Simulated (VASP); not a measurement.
Here is a VASP 6.6.1 calculation.

File POSCAR:

```
Si2W
1.0
   -1.6054686370      1.6054686370      3.9029272386
    1.6054686370     -1.6054686370      3.9029272386
    1.6054686370      1.6054686370     -3.9029272386
W Si
1 2
Direct
    0.0000000000      0.0000000000      0.0000000000
    0.6652631110      0.6652631110      0.0000000000
    0.3347368890      0.3347368890      0.0000000000
```

The input INCAR.step1:

```
SYSTEM = Si2W
PREC = Accurate
ENCUT = 520
ISMEAR = -1
SIGMA = 0.05
LREAL = .FALSE.
LASPH = .TRUE.
NELM = 100
NBANDS = 18
GGA = PE
ALGO = Normal
EDIFF = 1E-4
LWAVE = .TRUE.
LCHARG = .FALSE.
```

Contents of INCAR.step2:

```
SYSTEM = Si2W
PREC = Accurate
ENCUT = 520
EDIFF = 1E-6
ISMEAR = -1
SIGMA = 0.05
LREAL = .FALSE.
LASPH = .TRUE.
NELM = 100
ALGO = Normal
ISIF = 2
LWAVE = .FALSE.
LCHARG = .FALSE.
METAGGA = R2SCAN
LMIXTAU = .TRUE.
NBANDS = 18
ISTART = 1
```

KPOINTS

```
regular mesh
0
G
  12 12 12
  0 0 0
```

Potentials or basis: VASP PAW PBE potentials, release 64 (W_sv, Si).

Run with:

```console
$ cat potpaw_PBE.64/W_sv/POTCAR potpaw_PBE.64/Si/POTCAR > POTCAR
$ cp INCAR.step1 INCAR
$ mpirun -np 1 vasp_std > vasp.out
$ cp INCAR.step2 INCAR
$ mpirun -np 1 vasp_std > vasp.out
```

Question: Predict the largest force.

Answer: 0.010 eV/Å.

Question: Estimate the pressure.

Answer: 0.3 GPa.

Stress tensor (GPa, compression positive):
```
0.35 0.00 0.00
0.00 0.35 0.00
0.00 0.00 0.07
```

Caveat: the PAW data sets were made with another functional, which shifts forces and pressure a little.
